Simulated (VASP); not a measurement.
# AlN (F-43m) in VASP: a series of runs

The runs below take AlN through single point, with PBE.

All numbers are computed with VASP 6.6.1; they aren't measurements. Logs are shortened: lines on timing, memory, paths and dates and some standing lists are left out, and cuts for length are marked.

**1. The cell of the first run**

The structure is cubic, space group F-43m (No. 216). Conventional cell: a = 4.403 Å, b = 4.403 Å, c = 4.403 Å, α = 90.00°, β = 90.00°, γ = 90.00°. Within 2.5 Å of Al (site symmetry -43m) lie 4 N at 1.91 Å. Within 2.5 Å of N (site symmetry -43m) lie 4 Al at 1.91 Å.

**2. Single point, PBE**

Input file INCAR:

```
SYSTEM = AlN
ALGO = Normal ; EDIFF = 1E-7
ENCUT = 520 ; GGA = PE
ISIF = 2 ; ISMEAR = 0
LASPH = .True. ; LCHARG = .True.
LELF = .True. ; LREAL = Auto
LVHAR = .True. ; LWAVE = .False.
NBANDS = 46 ; NELM = 100
PREC = Accurate ; SIGMA = 0.01
```

Input file KPOINTS:

```
k-points
0
Gamma
  1 1 1
  0 0 0
```

Input file POSCAR:

```
AlN
1.0
    0.0000000000      4.4031742003     -4.4031742003
    4.4031742003      4.4031742003      0.0000000000
    4.4031742003      0.0000000000     -4.4031742003
Al N
8 8
Direct
    0.0000000000      0.0000000000      0.5000000000
    0.0000000000      0.5000000000      0.5000000000
    0.5000000000      0.0000000000      0.5000000000
    0.5000000000      0.5000000000      0.5000000000
    0.0000000000      0.0000000000      1.0000000000
    0.0000000000      0.5000000000      1.0000000000
    0.5000000000      0.0000000000      1.0000000000
    0.5000000000      0.5000000000      1.0000000000
    0.1250000000      0.1250000000      0.1250000000
    0.1250000000      0.6250000000      0.1250000000
    0.6250000000      0.1250000000      0.1250000000
    0.6250000000      0.6250000000      0.1250000000
    0.1250000000      0.1250000000      0.6250000000
    0.1250000000      0.6250000000      0.6250000000
    0.6250000000      0.1250000000      0.6250000000
    0.6250000000      0.6250000000      0.6250000000
```

Potentials or basis: VASP PAW PBE potentials, release 64 (Al, N).

The run is started by

```bash
cat potpaw_PBE.64/Al/POTCAR potpaw_PBE.64/N/POTCAR > POTCAR
mpirun -np 1 vasp_gam > vasp.out
```

OUTCAR:

```text
SYSTEM = AlN
   EDIFF = 1E-7
   ENCUT = 520
   GGA = PE
   ISIF = 2
   ISMEAR = 0
   LASPH = .True.
   LREAL = Auto
   NELM = 100
   PREC = Accurate

 ion  position               nearest neighbor table
   1  0.000  0.000  0.500-   9 1.91  14 1.91  15 1.91  13 1.91   3 3.11   5 3.11   2 3.11   5 3.11
                             6 3.11   7 3.11   2 3.11   4 3.11   6 3.11   3 3.11   4 3.11   7 3.11
   2  0.000  0.500  0.500-  10 1.91  13 1.91  16 1.91  14 1.91   4 3.11   6 3.11   1 3.11   5 3.11
                             6 3.11   8 3.11   1 3.11   3 3.11   5 3.11   3 3.11   4 3.11   8 3.11
   3  0.500  0.000  0.500-  11 1.91  13 1.91  16 1.91  15 1.91   4 3.11   7 3.11   1 3.11   5 3.11
                             7 3.11   8 3.11   2 3.11   4 3.11   8 3.11   1 3.11   2 3.11   5 3.11
   4  0.500  0.500  0.500-  12 1.91  14 1.91  15 1.91  16 1.91   3 3.11   8 3.11   2 3.11   6 3.11
                             7 3.11   8 3.11   1 3.11   3 3.11   7 3.11   1 3.11   2 3.11   6 3.11
   5  0.000  0.000  0.000-  10 1.91  11 1.91  13 1.91   9 1.91   6 3.11   7 3.11   1 3.11   1 3.11
                             2 3.11   3 3.11   2 3.11   6 3.11   8 3.11   3 3.11   7 3.11   8 3.11
   6  0.000  0.500  0.000-   9 1.91  12 1.91  14 1.91  10 1.91   5 3.11   8 3.11   2 3.11   1 3.11
                             2 3.11   4 3.11   1 3.11   5 3.11   7 3.11   4 3.11   7 3.11   8 3.11
   7  0.500  0.000  0.000-   9 1.91  12 1.91  15 1.91  11 1.91   5 3.11   8 3.11   3 3.11   1 3.11
                             3 3.11   4 3.11   4 3.11   6 3.11   8 3.11   1 3.11   5 3.11   6 3.11
   8  0.500  0.500  0.000-  10 1.91  11 1.91  16 1.91  12 1.91   6 3.11   7 3.11   4 3.11   2 3.11
                             3 3.11   4 3.11   3 3.11   5 3.11   7 3.11   2 3.11   5 3.11   6 3.11
   9  0.125  0.125  0.125-   1 1.91   6 1.91   7 1.91   5 1.91
  10  0.125  0.625  0.125-   2 1.91   5 1.91   8 1.91   6 1.91
  11  0.625  0.125  0.125-   3 1.91   5 1.91   8 1.91   7 1.91
  12  0.625  0.625  0.125-   4 1.91   6 1.91   7 1.91   8 1.91
  13  0.125  0.125  0.625-   2 1.91   3 1.91   5 1.91   1 1.91
  14  0.125  0.625  0.625-   1 1.91   4 1.91   6 1.91   2 1.91
  15  0.625  0.125  0.625-   1 1.91   4 1.91   7 1.91   3 1.91
  16  0.625  0.625  0.625-   2 1.91   3 1.91   8 1.91   4 1.91

  LATTYP: Found a face centered cubic cell.
 ALAT       =     8.8063484006

  Lattice vectors:

 A1 = (   0.0000000000,   4.4031742003,  -4.4031742003)
 A2 = (   4.4031742003,   4.4031742003,   0.0000000000)
 A3 = (   4.4031742003,   0.0000000000,  -4.4031742003)

Analysis of symmetry for initial positions (statically):
=====================================================================
 Subroutine PRICEL returns following result:

  LATTYP: Found a face centered cubic cell.
 ALAT       =     4.4031742003

  Lattice vectors:

 A1 = (   0.0000000000,   2.2015871002,  -2.2015871002)
 A2 = (   2.2015871002,   2.2015871002,   0.0000000000)
 A3 = (   2.2015871002,   0.0000000000,  -2.2015871002)

   8 primitive cells build up your supercell.

 Routine SETGRP: Setting up the symmetry group for a
 face centered cubic supercell.

 Subroutine GETGRP returns: Found 24 space group operations
 (whereof 24 operations were pure point group operations)
 out of a pool of 48 trial point group operations.

The static configuration has the point symmetry T_d .

Analysis of symmetry for dynamics (positions and initial velocities):
=====================================================================
 Subroutine PRICEL returns following result:

  LATTYP: Found a face centered cubic cell.
 ALAT       =     4.4031742003

  Lattice vectors:

 A1 = (   0.0000000000,   2.2015871002,  -2.2015871002)
 A2 = (   2.2015871002,   2.2015871002,   0.0000000000)
 A3 = (   2.2015871002,   0.0000000000,  -2.2015871002)

   8 primitive cells build up your supercell.

 Routine SETGRP: Setting up the symmetry group for a
 face centered cubic supercell.

 Subroutine GETGRP returns: Found 24 space group operations
 (whereof 24 operations were pure point group operations)
 out of a pool of 48 trial point group operations.

The dynamic configuration has the point symmetry T_d .

 Subroutine INISYM returns: Found 24 space group operations
 (whereof 24 operations are pure point group operations),
 and found     8 'primitive' translations

----------------------------------------------------------------------------------------

                                     Primitive cell

  volume of cell :      21.3421

  direct lattice vectors                    reciprocal lattice vectors
     0.000000000  2.201587100 -2.201587100    -0.227108889  0.227108889 -0.227108889
     2.201587100  2.201587100  0.000000000     0.227108889  0.227108889  0.227108889
     2.201587100  0.000000000 -2.201587100     0.227108889 -0.227108889 -0.227108889

  length of vectors
     3.113514336  3.113514336  3.113514336     0.393364134  0.393364134  0.393364134

  position of ions in fractional coordinates (direct lattice)
     0.000000000  0.000000000  1.000000000
     0.250000000  0.250000000  0.250000000

  ion indices of the primitive-cell ions
   primitive index   ion index
                 1           1
                 2          13

----------------------------------------------------------------------------------------

 KPOINTS: k-points

Automatic generation of k-mesh.
 Grid dimensions read from file:
 generate k-points for:    1    1    1

 Generating k-lattice:

  Cartesian coordinates                     Fractional coordinates (reciprocal lattice)
    -0.113554444  0.113554444 -0.113554444     1.000000000  0.000000000  0.000000000
     0.113554444  0.113554444  0.113554444     0.000000000  1.000000000  0.000000000
     0.113554444 -0.113554444 -0.113554444     0.000000000  0.000000000  1.000000000

  Length of vectors
     0.196682067  0.196682067  0.196682067

  Shift w.r.t. Gamma in fractional coordinates (k-lattice)
     0.000000000  0.000000000  0.000000000

 Subroutine IBZKPT returns following result:
 ===========================================

 Found      1 irreducible k-points:

 Following reciprocal coordinates:
            Coordinates               Weight
  0.000000  0.000000  0.000000      1.000000
   k-points           NKPTS =      1   k-points in BZ     NKDIM =      1   number of bands    NBANDS=     46
   number of dos      NEDOS =    301   number of ions     NIONS =     16
   total plane-waves  NPLWV = 110592
   dimension x,y,z NGX =    48 NGY =   48 NGZ =   48
   dimension x,y,z NGXF=    96 NGYF=   96 NGZF=   96
   ions per type =               8   8
   NGX,Y,Z   is equivalent  to a cutoff of  12.81, 12.81, 12.81 a.u.
   NGXF,Y,Z  is equivalent  to a cutoff of  25.63, 25.63, 25.63 a.u.
 SYSTEM =  AlN
   PREC   = accura    normal or accurate (medium, high low for compatibility)
   ISTART =      0    job   : 0-new  1-cont  2-samecut
   ICHARG =      2    charge: 1-file 2-atom 10-const
   ISPIN  =      1    spin polarized calculation?
   LNONCOLLINEAR =      F non collinear calculations
   LSORBIT =      F    spin-orbit coupling
   LASPH  =      T    aspherical Exc in radial PAW
   ENCUT  =  520.0 eV  38.22 Ry    6.18 a.u.  11.58 11.58 11.58*2*pi/ulx,y,z
   NELM   =    100;   NELMIN=  2; NELMDL= -5     # of ELM steps
   EDIFF  = 0.1E-06   stopping-criterion for ELM
   LREAL  =      T    real-space projection
   EDIFFG = 0.1E-05   stopping-criterion for IOM
   NSW    =      0    number of steps for IOM
   IBRION =     -1    ionic relax: 0-MD 1-quasi-New 2-CG
   NFREE  =      0    steps in history (QN), initial steepest desc. (CG)
   ISIF   =      2    stress and relaxation
   ISYM   =      2    0-nonsym 1-usesym 2-fastsym
   POTIM  = 0.5000    time-step for ionic-motion
   TEBEG  =    0.0;   TEEND  =   0.0 temperature during run
   PSTRESS=    0.0 pullay stress
   NELECT =      64.0000    total number of electrons
   NUPDOWN=      -1.0000    fix difference up-down
   EMIN   =  10.00;   EMAX   =-10.00  energy-range for DOS
   EFERMI =   0.00;   METHOD = LEGACY
   ISMEAR =     0;   SIGMA  =   0.01  broadening in eV -4-tet -1-fermi 0-gaus
   EFERMI_NEDOS =   21; number of points for ismear=-14 and -15
   IALGO  =     38    algorithm
   IMIX   =      4    mixing-type and parameters
     AMIX     =   0.40;   BMIX     =  1.00
     AMIX_MAG =   1.60;   BMIX_MAG =  1.00
  volume/ion in A,a.u.               =      10.67        72.01
  Fermi-wavevector in a.u.,A,eV,Ry     =   1.180390  2.230614 18.957286  1.393321
  Thomas-Fermi vector in A             =   2.316684
   LORBIT       =      0    0 simple, 1 ext, 2 COOP (PROOUT), +10 PAW based schemes
   GGA     = PE    functional components
   LHFCALC =     F    Hartree Fock is set to
   AEXX    =    0.0000 exact exchange contribution
   IVDW    =     0    specifies the selected vdW correction
   LEPSILON=     F    determine dielectric tensor
   LRPA    =     F    only Hartree local field effects (RPA)
 non-spin polarized calculation
 Gauss-broadening in eV      SIGMA  =   0.01
  energy-cutoff  :      520.00
  volume of cell :      170.74
 maximum number of plane-waves:      2323
 NGX is ok and might be reduce to    48

 number of electron      64.0000008 magnetization

 Free energy of the ion-electron system (eV)
  ---------------------------------------------------
  ext. energy  EPLUGINS =         0.00000000
  ---------------------------------------------------
  free energy    TOTEN  =      -107.30107636 eV

  energy without entropy =     -107.30107636  energy(sigma->0) =     -107.30107636

 E-fermi :   6.4146     XC(G=0): -10.6796

 val. band max:        6.3027613310   @ k =   0.0000   0.0000   0.0000
 cond. band min:       9.1740172657   @ k =   0.0000   0.0000   0.0000
 fundamental gap:      2.8712559347
 Fermi energy:         6.4145585903

 k-point     1 :       0.0000    0.0000    0.0000
  band No.  band energies     occupation
      1      -8.6700      2.00000
      2      -6.5918      2.00000
      3      -6.5918      2.00000
      4      -6.5918      2.00000
      5      -6.5918      2.00000
      6      -5.9444      2.00000
[... 36 lines left out ...]
     43      14.3186      0.00000
     44      15.8744      0.00000
 [bands above 44 left out]

------------------------ aborting loop because EDIFF is reached ----------------------------------------

  FORCE on cell =-STRESS in cart. coord.  units (eV):
  Direction    XX          YY          ZZ          XY          YZ          ZX
  --------------------------------------------------------------------------------------
  -------------------------------------------------------------------------------------
  Total        4.3293001      4.3293001      4.3293001      0.0000000      0.0000000     -0.0000000
  in kB       40.6256831     40.6256831     40.6256831      0.0000000      0.0000000     -0.0000000
  external PRESSURE =      40.6256831 kB  Pullay stress =       0.0000000 kB

 VOLUME and BASIS-vectors are now :
 -----------------------------------------------------------------------------
  energy-cutoff  :      520.00
  volume of cell :      170.74
      direct lattice vectors                 reciprocal lattice vectors
     0.000000000  4.403174200 -4.403174200    -0.113554444  0.113554444 -0.113554444
     4.403174200  4.403174200  0.000000000     0.113554444  0.113554444  0.113554444
     4.403174200  0.000000000 -4.403174200     0.113554444 -0.113554444 -0.113554444

 POSITION                                       TOTAL-FORCE (eV/Angst)
 -----------------------------------------------------------------------------------
      2.20159      0.00000     -2.20159         0.000000      0.000000     -0.000000
      4.40317      2.20159     -2.20159         0.000000     -0.000000     -0.000000
      2.20159      2.20159     -4.40317        -0.000000      0.000000     -0.000000
      4.40317      4.40317     -4.40317         0.000000     -0.000000     -0.000000
      0.00000      0.00000      0.00000         0.000000      0.000000     -0.000000
      2.20159      2.20159      0.00000         0.000000     -0.000000     -0.000000
[... 8 lines left out ...]
      3.30238      3.30238     -5.50397        -0.000000     -0.000000      0.000000
      5.50397      5.50397     -5.50397        -0.000000     -0.000000      0.000000
 -----------------------------------------------------------------------------------
    total drift:                                0.000000      0.000000     -0.000000

  FREE ENERGIE OF THE ION-ELECTRON SYSTEM (eV)
  ---------------------------------------------------
  free  energy   TOTEN  =      -107.3010763642 eV

  energy  without entropy=     -107.3010763642  energy(sigma->0) =     -107.30107636
```

It took 74 s on 1 thread of AMD EPYC 7R13, shared host; peak memory 0.27 GiB.

What came out:

* Free energy: -107.3011 eV
* Pressure: 4.1 GPa
* Band gap on the k mesh: 2.87 eV

Caveat: the k points lie up to 1.24 Å⁻¹ apart.

**3. Single point, PBE**

This run uses another cell than the first one: it holds 2 atoms, not 16.

Input file INCAR:

```
PREC = Accurate
ENCUT = 520
EDIFF = 1E-6
ISMEAR = 0
SIGMA = 0.01
LREAL = F
LASPH = T
NELM = 60
ALGO = Normal
ISIF = 2
LWAVE = F
LCHARG = F
GGA = PE
NBANDS = 11
```

Input file KPOINTS:

```
Automatic mesh
0
Gamma
  10 10 10
```

Input file POSCAR:

```
AlN
1.0
    0.0000000000      2.2015871002      2.2015871002
    2.2015871002      0.0000000000      2.2015871002
    2.2015871002      2.2015871002      0.0000000000
Al N
1 1
Direct
    0.0000000000      0.0000000000      0.0000000000
    0.7500000000      0.7500000000      0.7500000000
```

Potentials or basis: VASP PAW PBE potentials, release 64 (Al, N).

The run is started by

```bash
cat potpaw_PBE.64/Al/POTCAR potpaw_PBE.64/N/POTCAR > POTCAR
mpirun -np 1 vasp_std > vasp.out
```

OUTCAR:

```text
PREC = Accurate
   ENCUT = 520
   EDIFF = 1E-6
   ISMEAR = 0
   LREAL = F
   LASPH = T
   NELM = 60
   ISIF = 2
   GGA = PE

 ion  position               nearest neighbor table
   1  0.000  0.000  0.000-   2 1.91   2 1.91   2 1.91   2 1.91
   2  0.750  0.750  0.750-   1 1.91   1 1.91   1 1.91   1 1.91

  LATTYP: Found a face centered cubic cell.
 ALAT       =     4.4031742004

  Lattice vectors:

 A1 = (   0.0000000000,   2.2015871002,   2.2015871002)
 A2 = (   2.2015871002,   0.0000000000,   2.2015871002)
 A3 = (   2.2015871002,   2.2015871002,   0.0000000000)
[... 511 lines left out ...]
      6      15.1172      0.00000
      7      17.7151      0.00000
      8      20.0699      0.00000
      9      20.5614      0.00000
     10      26.7827      0.00000
     11      28.8936      0.00000

 [... further k-points ...]
[... 5 lines left out ...]
  --------------------------------------------------------------------------------------
  -------------------------------------------------------------------------------------
  Total       -0.0378601     -0.0378601     -0.0378601      0.0000000     -0.0000000      0.0000000
  in kB       -2.8422041     -2.8422041     -2.8422041      0.0000000     -0.0000000      0.0000000
  external PRESSURE =      -2.8422041 kB  Pullay stress =       0.0000000 kB

 VOLUME and BASIS-vectors are now :
 -----------------------------------------------------------------------------
  energy-cutoff  :      520.00
  volume of cell :       21.34
      direct lattice vectors                 reciprocal lattice vectors
     0.000000000  2.201587100  2.201587100    -0.227108889  0.227108889  0.227108889
     2.201587100  0.000000000  2.201587100     0.227108889 -0.227108889  0.227108889
     2.201587100  2.201587100  0.000000000     0.227108889  0.227108889 -0.227108889

 POSITION                                       TOTAL-FORCE (eV/Angst)
 -----------------------------------------------------------------------------------
      0.00000      0.00000      0.00000        -0.000000     -0.000000     -0.000000
      3.30238      3.30238      3.30238         0.000000      0.000000      0.000000
 -----------------------------------------------------------------------------------
    total drift:                               -0.000000     -0.000000     -0.000000

  FREE ENERGIE OF THE ION-ELECTRON SYSTEM (eV)
  ---------------------------------------------------
  free  energy   TOTEN  =       -14.8474245825 eV

  energy  without entropy=      -14.8474245825  energy(sigma->0) =      -14.84742458
```

OSZICAR:

```text
N       E                     dE             d eps       ncg     rms          rms(c)
DAV:   1     0.118171782752E+02    0.11817E+02   -0.38628E+03  1066   0.603E+02
DAV:   2    -0.161960948162E+02   -0.28013E+02   -0.26669E+02  1247   0.138E+02
DAV:   3    -0.171778526843E+02   -0.98176E+00   -0.98034E+00  1271   0.245E+01
DAV:   4    -0.171830098199E+02   -0.51571E-02   -0.51568E-02  1189   0.193E+00
DAV:   5    -0.171830731716E+02   -0.63352E-04   -0.63351E-04  1253   0.205E-01    0.851E+00
DAV:   6    -0.148559937089E+02    0.23271E+01   -0.11948E+01  1212   0.172E+01    0.280E+00
DAV:   7    -0.148539750502E+02    0.20187E-02   -0.15900E-01  1154   0.318E+00    0.203E+00
DAV:   8    -0.148488562039E+02    0.51188E-02   -0.29170E-02  1124   0.161E+00    0.590E-01
DAV:   9    -0.148473668300E+02    0.14894E-02   -0.42373E-03  1244   0.386E-01    0.234E-01
DAV:  10    -0.148474136828E+02   -0.46853E-04   -0.44467E-04  1130   0.136E-01    0.169E-02
DAV:  11    -0.148474247767E+02   -0.11094E-04   -0.11628E-05  1226   0.254E-02    0.168E-02
DAV:  12    -0.148474245825E+02    0.19422E-06   -0.60015E-07   679   0.575E-03
   1 F= -.14847425E+02 E0= -.14847425E+02  d E =-.306191E-19
```

stdout:

```text
POSCAR found type information on POSCAR AlN
 POSCAR found :  2 types and       2 ions
 scaLAPACK will be used
 LDA part: xc-table for (Slater+PW92), standard interpolation
 POSCAR, INCAR and KPOINTS ok, starting setup
 FFT: planning ... GRIDC
 FFT: planning ... GRID_SOFT
 FFT: planning ... GRID
 WAVECAR not read
 entering main loop
```

Run time: 32 s. Hardware: 1 thread of AMD EPYC 7R13, shared host; peak memory 0.11 GiB.

What came out:

```
Free energy            : -14.8474 eV
Pressure               : -0.3 GPa
Band gap on the k mesh : 3.30 eV, indirect (least direct gap 3.98 eV)
```

A k mesh can miss the band edges. Expect the measured gap to be larger: semilocal functionals such as PBE lack the derivative discontinuity.

(Continued in part 2 of 2.)
